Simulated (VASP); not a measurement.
# CoSi2 (Fm-3m) in VASP: notebook, part 2 of 2

VASP 6.6.1. The steps go on from the part before.

### Step 3. Electric field gradients, PBE

This run uses another cell than the first one, of 12.80 Å³/atom, 0.998 times its volume.

INCAR

```
SYSTEM = CoSi2
PREC     = Accurate       ! precision mode
ENCUT    = 520            ! plane-wave cutoff, eV
EDIFF    = 1E-8           ! SCF threshold, eV
ISMEAR   = 0              ! smearing method
SIGMA    = 0.05           ! smearing width, eV
LREAL    = .FALSE.        ! projectors in reciprocal space
LASPH    = .TRUE.         ! aspherical terms in the spheres
NELM     = 80             ! most SCF steps
ALGO     = Normal         ! electronic algorithm
ISIF     = 2              ! what is computed and relaxed
LWAVE    = .FALSE.        ! write WAVECAR
LCHARG   = .FALSE.        ! write CHGCAR
GGA      = PE             ! functional
LEFG     = .TRUE.       
NBANDS   = 16             ! bands
```

KPOINTS

```
regular mesh
0
G
  12 12 12
  0 0 0
```

POSCAR

```
CoSi2
1.0
    0.0000000000      2.6780000000      2.6780000000
    2.6780000000      0.0000000000      2.6780000000
    2.6780000000      2.6780000000      0.0000000000
Co Si
1 2
Direct
    0.0000000000      0.0000000000      0.0000000000
    0.2500000000      0.2500000000      0.2500000000
    0.7500000000      0.7500000000      0.7500000000
```

Potentials or basis: VASP PAW PBE potentials, release 64 (Co, Si).

On the command line:

```
$ cat potpaw_PBE.64/Co/POTCAR potpaw_PBE.64/Si/POTCAR > POTCAR
$ mpirun -np 1 vasp_std > vasp.out
```

OUTCAR:

```text
SYSTEM = CoSi2
   PREC = Accurate
   ENCUT = 520
   EDIFF = 1E-8
   ISMEAR = 0
   LREAL = .FALSE.
   LASPH = .TRUE.
   NELM = 80
   ISIF = 2
   GGA = PE

 ion  position               nearest neighbor table
   1  0.000  0.000  0.000-   3 2.32   2 2.32   3 2.32   2 2.32   3 2.32   3 2.32   2 2.32   2 2.32

   2  0.250  0.250  0.250-   1 2.32   1 2.32   1 2.32   1 2.32   3 2.68   3 2.68   3 2.68   3 2.68
                             3 2.68   3 2.68
   3  0.750  0.750  0.750-   1 2.32   1 2.32   1 2.32   1 2.32   2 2.68   2 2.68   2 2.68   2 2.68
                             2 2.68   2 2.68

  LATTYP: Found a face centered cubic cell.
 ALAT       =     5.3560000000

  Lattice vectors:

 A1 = (   0.0000000000,   2.6780000000,   2.6780000000)
 A2 = (   2.6780000000,   0.0000000000,   2.6780000000)
 A3 = (   2.6780000000,   2.6780000000,   0.0000000000)

Analysis of symmetry for initial positions (statically):
=====================================================================
 Subroutine PRICEL returns:
 Original cell was already a primitive cell.

 Routine SETGRP: Setting up the symmetry group for a
 face centered cubic supercell.

 Subroutine GETGRP returns: Found 48 space group operations
 (whereof 48 operations were pure point group operations)
 out of a pool of 48 trial point group operations.

The static configuration has the point symmetry O_h .

Analysis of symmetry for dynamics (positions and initial velocities):
=====================================================================
 Subroutine PRICEL returns:
 Original cell was already a primitive cell.

 Routine SETGRP: Setting up the symmetry group for a
 face centered cubic supercell.

 Subroutine GETGRP returns: Found 48 space group operations
 (whereof 48 operations were pure point group operations)
 out of a pool of 48 trial point group operations.

The dynamic configuration has the point symmetry O_h .

 Subroutine INISYM returns: Found 48 space group operations
 (whereof 48 operations are pure point group operations),
 and found     1 'primitive' translations

----------------------------------------------------------------------------------------

                                     Primitive cell

  volume of cell :      38.4115

  direct lattice vectors                    reciprocal lattice vectors
     0.000000000  2.678000000  2.678000000    -0.186706497  0.186706497  0.186706497
     2.678000000  0.000000000  2.678000000     0.186706497 -0.186706497  0.186706497
     2.678000000  2.678000000  0.000000000     0.186706497  0.186706497 -0.186706497

  length of vectors
     3.787263920  3.787263920  3.787263920     0.323385140  0.323385140  0.323385140

  position of ions in fractional coordinates (direct lattice)
     0.000000000  0.000000000  0.000000000
     0.250000000  0.250000000  0.250000000
     0.750000000  0.750000000  0.750000000

  ion indices of the primitive-cell ions
   primitive index   ion index
                 1           1
                 2           2
[... 85 lines left out ...]
   NUPDOWN=      -1.0000    fix difference up-down
   EMIN   =  10.00;   EMAX   =-10.00  energy-range for DOS
   EFERMI =   0.00;   METHOD = LEGACY
   ISMEAR =     0;   SIGMA  =   0.05  broadening in eV -4-tet -1-fermi 0-gaus
   EFERMI_NEDOS =   21; number of points for ismear=-14 and -15
   IALGO  =     38    algorithm
   IMIX   =      4    mixing-type and parameters
     AMIX     =   0.40;   BMIX     =  1.00
     AMIX_MAG =   1.60;   BMIX_MAG =  1.00
  volume/ion in A,a.u.               =      12.80        86.40
  Fermi-wavevector in a.u.,A,eV,Ry     =   1.247586  2.357596 21.177078  1.556471
  Thomas-Fermi vector in A             =   2.381712
   LORBIT       =      0    0 simple, 1 ext, 2 COOP (PROOUT), +10 PAW based schemes
   GGA     = PE    functional components
   LHFCALC =     F    Hartree Fock is set to
   AEXX    =    0.0000 exact exchange contribution
   IVDW    =     0    specifies the selected vdW correction
   LEPSILON=     F    determine dielectric tensor
   LRPA    =     F    only Hartree local field effects (RPA)
 non-spin polarized calculation
 Gauss-broadening in eV      SIGMA  =   0.05
  energy-cutoff  :      520.00
  volume of cell :       38.41
 maximum number of plane-waves:      1056
   NGX = 15   NGY = 15   NGZ = 15

 number of electron      16.9999995 magnetization

 Free energy of the ion-electron system (eV)
  ---------------------------------------------------
  ext. energy  EPLUGINS =         0.00000000
  ---------------------------------------------------
  free energy    TOTEN  =       -19.29608767 eV

  energy without entropy =      -19.29462330  energy(sigma->0) =      -19.29535549

 E-fermi :  10.0753     XC(G=0): -11.7464

 val. band max:       10.0570360425   @ k =   0.4167   0.2500   0.0833
 cond. band min:      10.0958128354   @ k =   0.4167   0.0833   0.0000
 fundamental gap:      0.0387767928
 Fermi energy:        10.0753325282

 k-point     1 :       0.0000    0.0000    0.0000
  band No.  band energies     occupation
      1      -3.0319      2.00000
      2       6.0150      2.00000
      3       6.0150      2.00000
      4       6.0150      2.00000
      5       8.1846      2.00000
      6       8.1846      2.00000
[... 433 lines left out ...]
      3       5.6401      2.00000
      4       6.6615      2.00000
      5       7.1886      2.00000
      6       8.0164      2.00000
[... 8 lines left out ...]
     15      19.3512      0.00000
     16      19.7548      0.00000

 [... further k-points ...]

------------------------ aborting loop because EDIFF is reached ----------------------------------------

  FORCE on cell =-STRESS in cart. coord.  units (eV):
  Direction    XX          YY          ZZ          XY          YZ          ZX
  --------------------------------------------------------------------------------------
  -------------------------------------------------------------------------------------
  Total        0.0524751      0.0524751      0.0524751      0.0000000      0.0000000      0.0000000
  in kB        2.1887782      2.1887782      2.1887782      0.0000000      0.0000000      0.0000000
  external PRESSURE =       2.1887782 kB  Pullay stress =       0.0000000 kB

 VOLUME and BASIS-vectors are now :
 -----------------------------------------------------------------------------
  energy-cutoff  :      520.00
  volume of cell :       38.41
      direct lattice vectors                 reciprocal lattice vectors
     0.000000000  2.678000000  2.678000000    -0.186706497  0.186706497  0.186706497
     2.678000000  0.000000000  2.678000000     0.186706497 -0.186706497  0.186706497
     2.678000000  2.678000000  0.000000000     0.186706497  0.186706497 -0.186706497

 POSITION                                       TOTAL-FORCE (eV/Angst)
 -----------------------------------------------------------------------------------
      0.00000      0.00000      0.00000        -0.000000      0.000000      0.000000
      1.33900      1.33900      1.33900         0.000000      0.000000      0.000000
      4.01700      4.01700      4.01700        -0.000000     -0.000000     -0.000000
 -----------------------------------------------------------------------------------
    total drift:                               -0.000000     -0.000000      0.000000

  FREE ENERGIE OF THE ION-ELECTRON SYSTEM (eV)
  ---------------------------------------------------
  free  energy   TOTEN  =       -19.2960876737 eV

  energy  without entropy=      -19.2946233003  energy(sigma->0) =      -19.29535549

 Electric field gradients (V/A^2)
---------------------------------------------------------------------
 ion       V_xx      V_yy      V_zz      V_xy      V_xz      V_yz
---------------------------------------------------------------------
   1      -0.000     0.000     0.000    -0.002    -0.002    -0.002
   2      -0.000    -0.000    -0.000    -0.000    -0.000    -0.000
   3      -0.000    -0.000    -0.000    -0.000    -0.000    -0.000
---------------------------------------------------------------------

 Electric field gradients after diagonalization (V/A^2)
 (convention: |V_zz| > |V_xx| > |V_yy|)
----------------------------------------------------------------------
 ion       V_xx      V_yy      V_zz     asymmetry (V_yy - V_xx)/ V_zz
----------------------------------------------------------------------
   1       0.002     0.002    -0.003       0.000
   2       0.000     0.000    -0.000       0.000
   3       0.000     0.000    -0.000       0.000
----------------------------------------------------------------------

           NMR quadrupolar parameters

 Cq : quadrupolar parameter    Cq=e*Q*V_zz/h
 eta: asymmetry parameters     (V_yy - V_xx)/ V_zz
 Q  : nuclear electric quadrupole moment in mb (millibarn)
----------------------------------------------------------------------
 ion       Cq(MHz)       eta       Q (mb)
----------------------------------------------------------------------
   1      -0.000       0.000       1.000
   2      -0.000       0.000       1.000
   3      -0.000       0.000       1.000
----------------------------------------------------------------------
```

It took 50 s on 1 thread of Intel Xeon Platinum 8375C at 2.90GHz (Ice Lake), shared host; peak memory 0.18 GiB.

What came out:

* Free energy: -19.2961 eV
* Pressure: 0.2 GPa

Caveat: without QUAD_EFG the Cq values of the log hold for a quadrupole moment of 1 mb, not for the nuclei. Spin polarisation is off, so any magnetic state and its effect on volume and gap are missing.

### Step 4. Density of states, PBE

POSCAR

```
CoSi2
1.0
    0.0000000000      2.6798182503      2.6798182503
    2.6798182503      0.0000000000      2.6798182503
    2.6798182503      2.6798182503      0.0000000000
Co Si
1 2
Direct
    0.0000000000      0.0000000000      0.0000000000
    0.2500000000      0.2500000000      0.2500000000
    0.7500000000      0.7500000000      0.7500000000
```

INCAR.step1

```
ALGO = Normal
EDIFF = 1E-6
ENCUT = 520
GGA = PE
ISIF = 2
ISMEAR = 0
LASPH = True
LCHARG = True
LMAXMIX = 4
LREAL = False
LWAVE = False
NBANDS = 16
NELM = 60
PREC = Accurate
SIGMA = 0.05
```

KPOINTS.step1

```
k-points
0
Gamma
  12 12 12
```

INCAR.step2

```
ALGO = Normal
EDIFF = 1E-6
ENCUT = 520
GGA = PE
ICHARG = 11
ISIF = 2
ISMEAR = -5
LASPH = True
LCHARG = False
LMAXMIX = 4
LORBIT = 11
LREAL = False
LWAVE = False
NEDOS = 1001
NELM = 60
PREC = Accurate
SIGMA = 0.05
```

KPOINTS.step2

```
k-points
0
Gamma
  18 18 18
```

Potentials or basis: VASP PAW PBE potentials, release 64 (Co, Si).

On the command line:

```
$ cat potpaw_PBE.64/Co/POTCAR potpaw_PBE.64/Si/POTCAR > POTCAR
$ cp INCAR.step1 INCAR
$ cp KPOINTS.step1 KPOINTS
$ mpirun -np 1 vasp_std > vasp.out
$ cp INCAR.step2 INCAR
$ cp KPOINTS.step2 KPOINTS
$ mpirun -np 1 vasp_std > vasp.out
```

OUTCAR:

```text
EDIFF = 1E-6
   ENCUT = 520
   GGA = PE
   ICHARG = 11
   ISIF = 2
   ISMEAR = -5
   LASPH = True
   LORBIT = 11
   LREAL = False
   NELM = 60
   PREC = Accurate

 ion  position               nearest neighbor table
   1  0.000  0.000  0.000-   3 2.32   3 2.32   2 2.32   2 2.32   3 2.32   2 2.32   3 2.32   2 2.32

   2  0.250  0.250  0.250-   1 2.32   1 2.32   1 2.32   1 2.32   3 2.68   3 2.68   3 2.68   3 2.68
                             3 2.68   3 2.68
   3  0.750  0.750  0.750-   1 2.32   1 2.32   1 2.32   1 2.32   2 2.68   2 2.68   2 2.68   2 2.68
                             2 2.68   2 2.68

  LATTYP: Found a face centered cubic cell.
 ALAT       =     5.3596365006

  Lattice vectors:

 A1 = (   0.0000000000,   2.6798182503,   2.6798182503)
 A2 = (   2.6798182503,   0.0000000000,   2.6798182503)
 A3 = (   2.6798182503,   2.6798182503,   0.0000000000)

Analysis of symmetry for initial positions (statically):
=====================================================================
 Subroutine PRICEL returns:
 Original cell was already a primitive cell.

 Routine SETGRP: Setting up the symmetry group for a
[... 529 lines left out ...]
      5       7.8710      2.00000
      6       8.1400      2.00000
      7       9.2788      2.00000
      8      10.7290     -0.00497
      9      11.6793      0.00000
     10      12.4668      0.00000
     11      13.7129      0.00000
     12      13.9736      0.00000

 [... further k-points ...]

------------------------ aborting loop because EDIFF is reached ----------------------------------------

  FORCE on cell =-STRESS in cart. coord.  units (eV):
  Direction    XX          YY          ZZ          XY          YZ          ZX
  --------------------------------------------------------------------------------------
  -------------------------------------------------------------------------------------
  Total       -0.0123431     -0.0123431     -0.0123431      0.0000000      0.0000000     -0.0000000
  in kB       -0.5137922     -0.5137922     -0.5137922      0.0000000      0.0000000     -0.0000000
  external PRESSURE =      -0.5137922 kB  Pullay stress =       0.0000000 kB

 VOLUME and BASIS-vectors are now :
 -----------------------------------------------------------------------------
  energy-cutoff  :      520.00
  volume of cell :       38.49
      direct lattice vectors                 reciprocal lattice vectors
     0.000000000  2.679818250  2.679818250    -0.186579817  0.186579817  0.186579817
     2.679818250  0.000000000  2.679818250     0.186579817 -0.186579817  0.186579817
     2.679818250  2.679818250  0.000000000     0.186579817  0.186579817 -0.186579817

 POSITION                                       TOTAL-FORCE (eV/Angst)
 -----------------------------------------------------------------------------------
      0.00000      0.00000      0.00000        -0.000000      0.000000     -0.000000
      1.33991      1.33991      1.33991        -0.000000     -0.000000     -0.000000
      4.01973      4.01973      4.01973         0.000000      0.000000      0.000000
 -----------------------------------------------------------------------------------
    total drift:                               -0.000000     -0.000000      0.000000

  FREE ENERGIE OF THE ION-ELECTRON SYSTEM (eV)
  ---------------------------------------------------
  free  energy   TOTEN  =       -19.2944145280 eV

  energy  without entropy=      -19.2944145280  energy(sigma->0) =      -19.29441453

 total charge

# of ion       s       p       d       tot
------------------------------------------
    1        0.539   0.717   7.593   8.849
    2        0.717   0.872   0.000   1.589
    3        0.717   0.872   0.000   1.589
--------------------------------------------------
tot          1.973   2.461   7.593  12.027
```

It took 1.8 min on 1 thread of Intel Xeon Platinum 8375C at 2.90GHz (Ice Lake), shared host; peak memory 0.22 GiB.

What came out:

```
Valence electrons inside the program's atomic spheres : Co 8.85; Si 1.59
```

Caveat: tetrahedron occupations give inexact forces and stress in metals. Spin polarisation is off, so any magnetic state and its effect on volume and gap are missing.

### Step 5. Summary

```tsv
task	cell	k mesh for the DOS	occupations for the DOS	gap on the mesh (eV)	pressure (GPa)
electric field gradients	a = 3.790 Å, angles 60.0°, 3 atoms	-	-	none	-0.1
electric field gradients	a = 3.787 Å, angles 60.0°, 3 atoms	-	-	none	0.2
density of states	a = 3.790 Å, angles 60.0°, 3 atoms	18 × 18 × 18	tetrahedron	-	-
```

Alike in all rows: level PBE; potentials or basis VASP PAW PBE potentials, release 64 (Co, Si); no spin polarisation; k mesh 12 × 12 × 12; cutoff (eV) 520; smearing gaussian 0.05 eV.

Caveats: tetrahedron occupations give inexact forces and stress in metals (some runs).

Total energies depend on the potentials used, so only differences within one code and one set of settings carry meaning.
